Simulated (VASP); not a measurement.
Crystal: Mg.

```
CELL_PARAMETERS angstrom
3.20930 0.00000 0.00000
-1.60465 2.77934 0.00000
0.00000 0.00000 5.21030
ATOMIC_POSITIONS crystal
Mg 0.33333 0.66667 0.25000
Mg 0.66667 0.33333 0.75000
```

* Program: VASP 6.6.1
* Task: relaxation of cell and atoms
* Functional: LDA
* Potentials or basis: VASP PAW LDA potentials, release 64 (Mg)
* Cutoff: 600 eV
* k mesh: 15 × 15 × 8
* Occupations: gaussian, width 0.1 eV
* Spin: no spin polarisation

At the start: pressure -2.8 GPa; volume 23.24 Å³/atom.

Q: Where does the relaxation end?

A: Over 8 steps the energy falls by 17.6 meV/atom and the volume is 21.43 Å³/atom (-7.8 %); space group P6_3/mmc (No. 194, to 0.05 Å).

The path:
```
step  energy change (eV)  largest force (eV/Å)  pressure (GPa)  volume (Å³)
   1              0.0000                0.0000           -2.81        46.47
   2             -0.0322                0.0000           -0.85        43.79
   3             -0.0349                0.0000           -0.01        42.86
   4             -0.0349                0.0000            0.05        42.79
   5             -0.0351                0.0000            0.05        42.80
   6             -0.0351                0.0000            0.04        42.81
   7             -0.0351                0.0000            0.04        42.81
   8             -0.0351                0.0000            0.00        42.85
```

Final structure:
```
Mg
1.0
     3.13820    0.00000    0.00000
    -1.56910    2.71776    0.00000
     0.00000    0.00000    5.02468
Mg
2
Direct
  0.33333 0.66667 0.25000
  0.66667 0.33333 0.75000
```
